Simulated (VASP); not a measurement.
Input of a VASP 6.6.1 run:

INCAR

```
SYSTEM = InSe
PREC = Accurate
ENCUT = 520
EDIFF = 1E-6
ISMEAR = -1
SIGMA = 0.05
LREAL = .FALSE.
LASPH = .TRUE.
NELM = 60
ALGO = Normal
ISIF = 2
LWAVE = .FALSE.
LCHARG = .FALSE.
GGA = CA
NBANDS = 27
```

KPOINTS

```
Automatic mesh
0
G
  8 8 8
  0 0 0
```

POSCAR

```
InSe
1.0
    1.9591722174      1.1311286071      8.2677067576
   -1.9591722174      1.1311286071      8.2677067576
    0.0000000000     -2.2622572143      8.2677067576
In Se
2 2
Direct
    0.8886000000      0.8886000000      0.8886000000
    0.0000000000      0.0000000000      0.0000000000
    0.1719000000      0.1719000000      0.1719000000
    0.3835000000      0.3835000000      0.3835000000
```

Potentials or basis: VASP PAW LDA potentials, release 64 (In_d, Se).

Run with:

```sh
$ cat potpaw_LDA.64/In_d/POTCAR potpaw_LDA.64/Se/POTCAR > POTCAR
$ mpirun -np 1 vasp_std > vasp.out
```

**Question.** What does it give for the pressure?

**Answer.** 2.1 GPa.

**Question.** Predict the largest force.

**Answer.** 0.524 eV/Å.

**Question.** Estimate the band gap on the k mesh.

**Answer.** 0.40 eV.

Stress tensor (GPa, compression positive):
```
2.69 0.00 0.00
0.00 2.69 0.00
0.00 0.00 1.00
```

Caveat: semilocal functionals underestimate gaps, and a narrow one can read as zero; spin-orbit coupling is left out, which moves the levels of the heavy elements. A k mesh can miss the band edges.
